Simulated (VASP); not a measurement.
Set up this calculation in VASP 6.6.1, as the native input.

```
Task                   : single point
Functional             : PBE
Dispersion             : D3(BJ)
Potentials or basis    : VASP PAW PBE potentials, release 64 (O, H, C, N)
Cutoff                 : 520 eV
k mesh                 : 1 × 1 × 1
Occupations            : fermi-dirac, width 0.05 eV
Spin                   : no spin polarisation
Dipole correction      : no
Further INCAR settings : LREAL = Auto; ALGO = Normal; EDIFF = 1e-06; NBANDS = 50
```

The structure of H15C2NO6 lies in POSCAR:

```
H15C2NO6
1.0
    6.6471370000      0.0000000000      0.0000000000
    0.0000000000      6.6471370000      0.0000000000
    0.0000000000      0.0000000000      6.6471370000
O H C N
6 15 2 1
Direct
    0.9507551898      0.4304108671      0.3461189381
    0.1047819535      0.5244062218      0.8380600550
    0.4751368898      0.7071315064      0.6314447859
    0.1617388057      0.0319836946      0.2213584585
    0.8011268611      0.1288675109      0.7956207312
    0.4260932188      0.1913756253      0.6039141363
    1.0227862010      0.4801916976      0.2296627856
    0.9704027463      0.2786613244      0.3036946583
    0.0142166470      0.4701272142      0.7325710302
    0.1952870837      0.4165251897      0.8668995389
    0.5851692240      0.7771616562      0.6883565060
    0.3504215424      0.7102456291      0.7080491947
    0.2405246048      0.1139889249      0.1285214973
    0.1455062533     -0.0927166087      0.1456566940
    0.7810580706      0.1094305714      0.9455499413
    0.6738088895      0.1741200761      0.7617715717
    0.4730156758      0.3123449991      0.5406538183
    0.3462844229      0.1602795309      0.4847199629
    0.7165039625      0.7043633974      0.3014380477
    0.8374131600      0.6272174020      0.0481410267
    0.6092999136      0.8020144613      0.0686611394
    0.6892441061      0.6815565859      0.1256781679
    0.5684853494      0.5016144545      0.1251215373
    0.4768970461      0.3555064383      0.0953192329
```

These files were run (other wordings do the same):

INCAR

```
ALGO = Normal ; EDIFF = 1E-6
ENCUT = 520 ; GGA = PE
ISIF = 2 ; ISMEAR = -1
IVDW = 12 ; LASPH = True
LCHARG = True ; LELF = True
LREAL = Auto ; LVHAR = True
LWAVE = False ; NBANDS = 50
NELM = 80 ; PREC = Accurate
SIGMA = 0.05
```

KPOINTS

```
k-points
0
Gamma
  1 1 1
```

Potentials or basis: VASP PAW PBE potentials, release 64 (O, H, C, N).

Command:

```sh
$ cat potpaw_PBE.64/O/POTCAR potpaw_PBE.64/H/POTCAR potpaw_PBE.64/C/POTCAR potpaw_PBE.64/N/POTCAR > POTCAR
$ mpirun -np 1 vasp_gam > vasp.out
```

Results of the run:

The pressure is -0.4 GPa and the largest force is 5.004 eV/Å. The band gap on the k mesh is 4.39 eV and the dispersion energy per atom is -0.033 eV.

Caveat: the k points lie up to 0.95 Å⁻¹ apart.

Run time: 38 s on 1 thread of Intel(R) Xeon(R) Platinum 8259CL CPU @ 2.50GHz (Skylake/Cascade Lake) (shared host), peak memory 0.33 GiB.
